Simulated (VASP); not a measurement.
The system is EuO.

```xyz
2
Lattice="0.0000 2.5720 2.5720 2.5720 0.0000 2.5720 2.5720 2.5720 0.0000" Properties=species:S:1:pos:R:3 pbc="T T T"
Eu    2.5720    2.5720    2.5720
O     0.0000    0.0000    0.0000
```

Base run:

* Program: VASP 6.6.1
* Functional: PBE
* Potentials or basis: VASP PAW PBE potentials, release 64 (Eu, O)
* Cutoff: 600 eV
* k mesh: 6 × 6 × 6
* Occupations: gaussian, width 0.05 eV
* Spin: collinear spin, ferromagnetic start
* Starting moments: [7.43, 0.0] μB
* Hubbard terms: Eu f U = 6.0 eV

Its results: band gap on the k mesh zero (filled and empty bands overlap); pressure 1.1 GPa; net moment 7.00 μB per cell; site moments Eu +6.72; O -0.09 μB.

Problem. The run is repeated on the same cell with these changes: k mesh from 6 × 6 × 6 to 5 × 5 × 5; moments at the start from [7.43, 0.0] to [7.0, 0.0]. What comes out?

Solution. Band gap on the k mesh 0.25 eV, indirect (least direct gap 0.42 eV); pressure 1.4 GPa; net moment 7.00 μB per cell; site moments Eu +6.73; O -0.09 μB.

Caveats: some runs use coarse meshes; spin-orbit coupling is left out, which moves the levels of the heavy elements; a cell with one magnetic atom can't hold antiferromagnetic order, which such compounds often take.

A k mesh can miss the band edges.
